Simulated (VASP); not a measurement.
A run of VASP 6.6.1 is set up as follows.

Contents of INCAR:

```
PREC = Accurate
ENCUT = 520
EDIFF = 1E-7
ISMEAR = -1
SIGMA = 0.05
LREAL = False
LASPH = True
NELM = 80
ALGO = Normal
ISIF = 2
LWAVE = False
LCHARG = False
GGA = PE
NBANDS = 64
```

File KPOINTS:

```
Automatic mesh
0
Gamma
  3 6 2
```

File POSCAR:

```
Te2Mo
1.0
    6.3707073777      0.0000000000      0.0490365694
    0.0000000000      3.4682893873      0.0000000000
   -0.4363361185      0.0000000000     15.7522809493
Te Mo
8 4
Direct
    0.0648579225      0.5000000000      0.4060700142
    0.9350034273      0.0000000000      0.5939735887
    0.5741730119      0.0000000000      0.3687705421
    0.4256845974      0.5000000000      0.6312719881
    0.0871283557      0.0000000000      0.1312399478
    0.9130130309      0.5000000000      0.8687184207
    0.5743305356      0.5000000000      0.0939161378
    0.4258125125      0.0000000000      0.9060379388
    0.3195779094      0.0000000000      0.5057364524
    0.6802798050      0.5000000000      0.4943057320
    0.1810070799      0.5000000000      0.0057021092
    0.8191308019      0.0000000000      0.9942561183
```

Potentials or basis: VASP PAW PBE potentials, release 64 (Te, Mo_sv).

Command:

```bash
$ cat potpaw_PBE.64/Te/POTCAR potpaw_PBE.64/Mo_sv/POTCAR > POTCAR
$ mpirun -np 1 vasp_std > vasp.out
```

Q: Predict the pressure.

A: 0.0 GPa.

Q: What does it give for the largest force?

A: 0.014 eV/Å.

Q: What does it give for the band gap on the k mesh?

A: Zero (band 52 reaches 6.75 eV, above the bottom of band 53 at 6.46 eV).

Forces on the atoms (eV/Å):
```
Te   0.001  0.000 -0.013
Te  -0.001  0.000  0.013
Te  -0.003  0.000 -0.007
Te   0.003  0.000  0.007
Te  -0.001  0.000  0.007
Te   0.001  0.000 -0.007
Te   0.001  0.000  0.014
Te  -0.001  0.000 -0.013
Mo  -0.008  0.000  0.003
Mo   0.009  0.000 -0.002
Mo   0.008  0.000  0.006
Mo  -0.007  0.000 -0.007
```

Caveat: spin-orbit coupling is left out, which moves the levels of the heavy elements; this functional lacks dispersion, which binds the layers, so the pressure and a relaxed spacing across them are unreliable.
